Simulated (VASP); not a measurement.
# La (Fd-3m) in VASP: notebook

Runs on La. Level: LDA. Tasks: density of states.

Program: VASP 6.6.1. These are calculated values, not measurements. Logs are shortened: lines on timing, memory, paths and dates and some standing lists are left out, and cuts for length are marked.

### 1 The cell of the first run

It takes space group Fd-3m (No. 227, cubic). Conventional cell: a = 6.513 Å, b = 6.513 Å, c = 6.513 Å, α = 90.00°, β = 90.00°, γ = 90.00°. Within 3.7 Å of La (site symmetry -43m) lie 4 La at 2.82 Å.

### 2 Density of states, LDA

POSCAR reads:

```
La
1.0
    0.0000000000      3.2563881687      3.2563881687
    3.2563881687      0.0000000000      3.2563881687
    3.2563881687      3.2563881687      0.0000000000
La
2
Direct
   -0.1250000000     -0.1250000000     -0.1250000000
    0.1250000000      0.1250000000      0.1250000000
```

INCAR.step1 reads:

```
  ALGO = Normal
  EDIFF = 1E-6
  ENCUT = 520
  ISIF = 2
  ISMEAR = -1
  LASPH = T
  LCHARG = T
  LMAXMIX = 6
  LREAL = F
  LWAVE = F
  NBANDS = 18
  NELM = 100
  PREC = Accurate
  SIGMA = 0.05
```

KPOINTS.step1 reads:

```
k-points
0
Gamma
  11 11 11
```

INCAR.step2 reads:

```
  ALGO = Normal
  EDIFF = 1E-6
  ENCUT = 520
  ICHARG = 11
  ISIF = 2
  ISMEAR = -5
  LASPH = T
  LCHARG = F
  LMAXMIX = 6
  LORBIT = 11
  LREAL = F
  LWAVE = F
  NBANDS = 18
  NEDOS = 2001
  NELM = 100
  PREC = Accurate
  SIGMA = 0.05
```

KPOINTS.step2 reads:

```
k-points
0
Gamma
  17 17 17
```

Potentials or basis: VASP PAW LDA potentials, release 64 (La).

Started as:

```
$ cat potpaw_LDA.64/La/POTCAR > POTCAR
$ cp INCAR.step1 INCAR
$ cp KPOINTS.step1 KPOINTS
$ mpirun -np 1 vasp_std > vasp.out
$ cp INCAR.step2 INCAR
$ cp KPOINTS.step2 KPOINTS
$ mpirun -np 1 vasp_std > vasp.out
```

OUTCAR:

```text
EDIFF = 1E-6
   ENCUT = 520
   ICHARG = 11
   ISIF = 2
   ISMEAR = -5
   LASPH = T
   LORBIT = 11
   LREAL = F
   NELM = 100
   PREC = Accurate

 ion  position               nearest neighbor table
   1  0.875  0.875  0.875-   2 2.82   2 2.82   2 2.82   2 2.82
   2  0.125  0.125  0.125-   1 2.82   1 2.82   1 2.82   1 2.82

  LATTYP: Found a face centered cubic cell.
 ALAT       =     6.5127763374

  Lattice vectors:

 A1 = (   0.0000000000,   3.2563881687,   3.2563881687)
 A2 = (   3.2563881687,   0.0000000000,   3.2563881687)
 A3 = (   3.2563881687,   3.2563881687,   0.0000000000)

Analysis of symmetry for initial positions (statically):
=====================================================================
 Subroutine PRICEL returns:
 Original cell was already a primitive cell.

 Routine SETGRP: Setting up the symmetry group for a
 face centered cubic supercell.

 Subroutine GETGRP returns: Found 48 space group operations
 (whereof 12 operations were pure point group operations)
 out of a pool of 48 trial point group operations.

The static configuration has the point symmetry D_3d.
 The point group associated with its full space group is O_h .

Analysis of symmetry for dynamics (positions and initial velocities):
=====================================================================
 Subroutine PRICEL returns:
 Original cell was already a primitive cell.

 Routine SETGRP: Setting up the symmetry group for a
 face centered cubic supercell.

 Subroutine GETGRP returns: Found 48 space group operations
 (whereof 12 operations were pure point group operations)
 out of a pool of 48 trial point group operations.

The dynamic configuration has the point symmetry D_3d.
 The point group associated with its full space group is O_h .

 Subroutine INISYM returns: Found 48 space group operations
 (whereof 12 operations are pure point group operations),
 and found     1 'primitive' translations

----------------------------------------------------------------------------------------

                                     Primitive cell

  volume of cell :      69.0619

  direct lattice vectors                    reciprocal lattice vectors
     0.000000000  3.256388169  3.256388169    -0.153544349  0.153544349  0.153544349
     3.256388169  0.000000000  3.256388169     0.153544349 -0.153544349  0.153544349
     3.256388169  3.256388169  0.000000000     0.153544349  0.153544349 -0.153544349

  length of vectors
     4.605228313  4.605228313  4.605228313     0.265946613  0.265946613  0.265946613

  position of ions in fractional coordinates (direct lattice)
     0.875000000  0.875000000  0.875000000
     0.125000000  0.125000000  0.125000000

  ion indices of the primitive-cell ions
   primitive index   ion index
                 1           1
                 2           2

----------------------------------------------------------------------------------------

 KPOINTS: k-points

Automatic generation of k-mesh.
 Grid dimensions read from file:
 generate k-points for:   17   17   17

 Generating k-lattice:

  Cartesian coordinates                     Fractional coordinates (reciprocal lattice)
    -0.009032021  0.009032021  0.009032021     0.058823529  0.000000000  0.000000000
     0.009032021 -0.009032021  0.009032021     0.000000000  0.058823529  0.000000000
     0.009032021  0.009032021 -0.009032021     0.000000000  0.000000000  0.058823529

  Length of vectors
     0.015643918  0.015643918  0.015643918

  Shift w.r.t. Gamma in fractional coordinates (k-lattice)
     0.000000000  0.000000000  0.000000000

 TETIRR: Found    693 inequivalent tetrahedra from    29478

 Subroutine IBZKPT returns following result:
 ===========================================

 Found    165 irreducible k-points:

 Following reciprocal coordinates:
            Coordinates               Weight
  0.000000  0.000000  0.000000      1.000000
  0.058824  0.000000  0.000000      8.000000
  0.117647  0.000000  0.000000      8.000000
  0.176471  0.000000  0.000000      8.000000
  0.235294  0.000000  0.000000      8.000000
  0.294118  0.000000  0.000000      8.000000
[... 16 lines left out ...]
 -0.176471  0.058824  0.000000     24.000000
 -0.117647  0.058824  0.000000     24.000000
 [... further k-points ...]
   k-points           NKPTS =    165   k-points in BZ     NKDIM =    165   number of bands    NBANDS=     18
   number of dos      NEDOS =   2001   number of ions     NIONS =      2
   total plane-waves  NPLWV =  46656
   dimension x,y,z NGX =    36 NGY =   36 NGZ =   36
   dimension x,y,z NGXF=    72 NGYF=   72 NGZF=   72
   ions per type =               2
   NGX,Y,Z   is equivalent  to a cutoff of  13.00, 13.00, 13.00 a.u.
   NGXF,Y,Z  is equivalent  to a cutoff of  25.99, 25.99, 25.99 a.u.
 SYSTEM =  unknown system
   PREC   = accura    normal or accurate (medium, high low for compatibility)
   ISTART =      0    job   : 0-new  1-cont  2-samecut
   ICHARG =     11    charge: 1-file 2-atom 10-const
   ISPIN  =      1    spin polarized calculation?
   LNONCOLLINEAR =      F non collinear calculations
   LSORBIT =      F    spin-orbit coupling
   LASPH  =      T    aspherical Exc in radial PAW
   ENCUT  =  520.0 eV  38.22 Ry    6.18 a.u.   8.56  8.56  8.56*2*pi/ulx,y,z
   NELM   =    100;   NELMIN=  2; NELMDL=  0     # of ELM steps
   EDIFF  = 0.1E-05   stopping-criterion for ELM
   LREAL  =      F    real-space projection
   EDIFFG = 0.1E-04   stopping-criterion for IOM
   NSW    =      0    number of steps for IOM
   IBRION =     -1    ionic relax: 0-MD 1-quasi-New 2-CG
   NFREE  =      0    steps in history (QN), initial steepest desc. (CG)
   ISIF   =      2    stress and relaxation
   ISYM   =      2    0-nonsym 1-usesym 2-fastsym
   POTIM  = 0.5000    time-step for ionic-motion
   TEBEG  =    0.0;   TEEND  =   0.0 temperature during run
   PSTRESS=    0.0 pullay stress
   NELECT =      22.0000    total number of electrons
   NUPDOWN=      -1.0000    fix difference up-down
   EMIN   =  10.00;   EMAX   =-10.00  energy-range for DOS
   EFERMI =   0.00;   METHOD = LEGACY
   ISMEAR =    -5;   SIGMA  =   0.05  broadening in eV -4-tet -1-fermi 0-gaus
   EFERMI_NEDOS =   21; number of points for ismear=-14 and -15
   IALGO  =     38    algorithm
   IMIX   =      4    mixing-type and parameters
     AMIX     =   0.40;   BMIX     =  1.00
     AMIX_MAG =   1.60;   BMIX_MAG =  1.00
  volume/ion in A,a.u.               =      34.53       233.03
  Fermi-wavevector in a.u.,A,eV,Ry     =   1.118071  2.112849 17.008422  1.250084
  Thomas-Fermi vector in A             =   2.254700
   LORBIT       =     11    0 simple, 1 ext, 2 COOP (PROOUT), +10 PAW based schemes
   GGA     = CA    functional components
   LHFCALC =     F    Hartree Fock is set to
   AEXX    =    0.0000 exact exchange contribution
   IVDW    =     0    specifies the selected vdW correction
   LEPSILON=     F    determine dielectric tensor
   LRPA    =     F    only Hartree local field effects (RPA)
 non-spin polarized calculation
 Fermi weights with tetrahedron method with Bloechl corrections
  energy-cutoff  :      520.00
  volume of cell :       69.06
 maximum number of plane-waves:      1880

 number of electron      22.0000000 magnetization

 Free energy of the ion-electron system (eV)
  ---------------------------------------------------
  ext. energy  EPLUGINS =         0.00000000
  ---------------------------------------------------
  free energy    TOTEN  =        -9.44631463 eV

  energy without entropy =       -9.44631463  energy(sigma->0) =       -9.44631463

 E-fermi :   7.9038     XC(G=0):  -9.7802

 val. band max:        7.9088188475   @ k =   0.4118   0.4118   0.0000
 cond. band min:       7.8821719969   @ k =   0.4118   0.0000   0.0000
 fundamental gap:     -0.0266468505
 Fermi energy:         7.9038048172

 k-point     1 :       0.0000    0.0000    0.0000
  band No.  band energies     occupation
      1     -25.5827      2.00000
      2     -23.4741      2.00000
      3      -9.8109      2.00000
      4      -9.8109      2.00000
      5      -9.8109      2.00000
      6      -7.3885      2.00000
[... 10 lines left out ...]
     17       9.5642      0.00000
     18       9.5642      0.00000

 k-point     2 :       0.0588    0.0000    0.0000
  band No.  band energies     occupation
      1     -25.5713      2.00000
      2     -23.4903      2.00000
      3      -9.8241      2.00000
      4      -9.8241      2.00000
      5      -9.8107      2.00000
      6      -7.3775      2.00000
[... 10 lines left out ...]
     17       9.5480      0.00000
     18       9.5657      0.00000

 k-point     3 :       0.1176    0.0000    0.0000
  band No.  band energies     occupation
      1     -25.5376      2.00000
      2     -23.5378      2.00000
      3      -9.8606      2.00000
      4      -9.8606      2.00000
      5      -9.8111      2.00000
      6      -7.3443      2.00000
[... 10 lines left out ...]
     17       9.4936      0.00000
     18       9.5704      0.00000

 k-point     4 :       0.1765    0.0000    0.0000
  band No.  band energies     occupation
      1     -25.4834      2.00000
      2     -23.6128      2.00000
      3      -9.9134      2.00000
      4      -9.9134      2.00000
      5      -9.8140      2.00000
      6      -7.2895      2.00000
[... 10 lines left out ...]
     17       9.4092      0.00000
     18       9.5776      0.00000

 k-point     5 :       0.2353    0.0000    0.0000
  band No.  band energies     occupation
      1     -25.4121      2.00000
      2     -23.7090      2.00000
      3      -9.9733      2.00000
      4      -9.9733      2.00000
      5      -9.8211      2.00000
      6      -7.2162      2.00000
[... 10 lines left out ...]
     17       9.6200      0.00000
     18       9.6216      0.00000

 k-point     6 :       0.2941    0.0000    0.0000
  band No.  band energies     occupation
      1     -25.3293      2.00000
      2     -23.8174      2.00000
      3     -10.0317      2.00000
      4     -10.0317      2.00000
      5      -9.8322      2.00000
      6      -7.1324      2.00000
[... 10 lines left out ...]
     17       9.7093      0.00000
     18       9.8138      0.00000

 k-point     7 :       0.3529    0.0000    0.0000
  band No.  band energies     occupation
      1     -25.2437      2.00000
      2     -23.9257      2.00000
      3     -10.0815      2.00000
      4     -10.0815      2.00000
      5      -9.8451      2.00000
      6      -7.0502      2.00000
[... 10 lines left out ...]
     17       9.6967      0.00000
     18       9.9938      0.00000

 k-point     8 :       0.4118    0.0000    0.0000
  band No.  band energies     occupation
      1     -25.1691      2.00000
      2     -24.0174      2.00000
      3     -10.1175      2.00000
      4     -10.1175      2.00000
      5      -9.8565      2.00000
      6      -6.9843      2.00000
[... 10 lines left out ...]
     17       9.9488      0.00000
     18      10.0677      0.00000
[... 229 lines left out ...]
     17      10.0211      0.00000
     18      10.0362      0.00000

 k-point    20 :      -0.3529    0.0588    0.0000
  band No.  band energies     occupation
      1     -25.2067      2.00000
      2     -23.9715      2.00000
      3     -10.1830      2.00000
      4     -10.0872      2.00000
      5      -9.7625      2.00000
      6      -7.1481      2.00000
[... 10 lines left out ...]
     17       9.6598      0.00000
     18      10.0347      0.00000

 k-point    21 :      -0.2941    0.0588    0.0000
  band No.  band energies     occupation
      1     -25.2907      2.00000
      2     -23.8667      2.00000
      3     -10.1367      2.00000
      4     -10.0356      2.00000
      5      -9.7611      2.00000
      6      -7.2034      2.00000
[... 10 lines left out ...]
     17       9.6553      0.00000
     18       9.8254      0.00000

 k-point    22 :      -0.2353    0.0588    0.0000
  band No.  band energies     occupation
      1     -25.3757      2.00000
      2     -23.7571      2.00000
      3     -10.0758      2.00000
      4      -9.9764      2.00000
      5      -9.7627      2.00000
      6      -7.2644      2.00000
[... 10 lines left out ...]
     17       9.6026      0.00000
     18       9.6854      0.00000

 k-point    23 :      -0.1765    0.0588    0.0000
  band No.  band energies     occupation
      1     -25.4515      2.00000
      2     -23.6562      2.00000
      3     -10.0060      2.00000
      4      -9.9171      2.00000
      5      -9.7692      2.00000
      6      -7.3193      2.00000
[... 10 lines left out ...]
     17       9.5697      0.00000
     18       9.6933      0.00000

 k-point    24 :      -0.1176    0.0588    0.0000
  band No.  band energies     occupation
      1     -25.5117      2.00000
      2     -23.5739      2.00000
      3      -9.9350      2.00000
      4      -9.8663      2.00000
      5      -9.7806      2.00000
      6      -7.3590      2.00000
[... 10 lines left out ...]
     17       9.5019      0.00000
     18       9.5655      0.00000

 [... further k-points ...]

------------------------ aborting loop because EDIFF is reached ----------------------------------------

  FORCE on cell =-STRESS in cart. coord.  units (eV):
  Direction    XX          YY          ZZ          XY          YZ          ZX
  --------------------------------------------------------------------------------------
  -------------------------------------------------------------------------------------
  Total       -0.0703654     -0.0703654     -0.0703654      0.0000000     -0.0000000      0.0000000
  in kB       -1.6324174     -1.6324174     -1.6324174      0.0000000     -0.0000000      0.0000000
  external PRESSURE =      -1.6324174 kB  Pullay stress =       0.0000000 kB

 VOLUME and BASIS-vectors are now :
 -----------------------------------------------------------------------------
  energy-cutoff  :      520.00
  volume of cell :       69.06
      direct lattice vectors                 reciprocal lattice vectors
     0.000000000  3.256388169  3.256388169    -0.153544349  0.153544349  0.153544349
     3.256388169  0.000000000  3.256388169     0.153544349 -0.153544349  0.153544349
     3.256388169  3.256388169  0.000000000     0.153544349  0.153544349 -0.153544349

 POSITION                                       TOTAL-FORCE (eV/Angst)
 -----------------------------------------------------------------------------------
      5.69868      5.69868      5.69868         0.000000      0.000000      0.000000
      0.81410      0.81410      0.81410        -0.000000     -0.000000     -0.000000
 -----------------------------------------------------------------------------------
    total drift:                               -0.000000      0.000000      0.000000

  FREE ENERGIE OF THE ION-ELECTRON SYSTEM (eV)
  ---------------------------------------------------
  free  energy   TOTEN  =        -9.4463146266 eV

  energy  without entropy=       -9.4463146266  energy(sigma->0) =       -9.44631463

 total charge

# of ion       s       p       d       f       tot
--------------------------------------------------
    1        1.990   5.512   1.380   0.261   9.143
    2        1.990   5.512   1.380   0.261   9.143
--------------------------------------------------
tot          3.981  11.024   2.760   0.522  18.287
```

It took 1.7 min on 1 thread of Intel Xeon 6975P-C (Granite Rapids), shared host; peak memory 0.32 GiB.

Results:

* Valence electrons inside the program's atomic spheres: La 9.14

Caveat: spin-orbit coupling is left out, which moves the levels of the heavy elements; tetrahedron occupations give inexact forces and stress in metals.

(Part 1 of 2 ends here.)
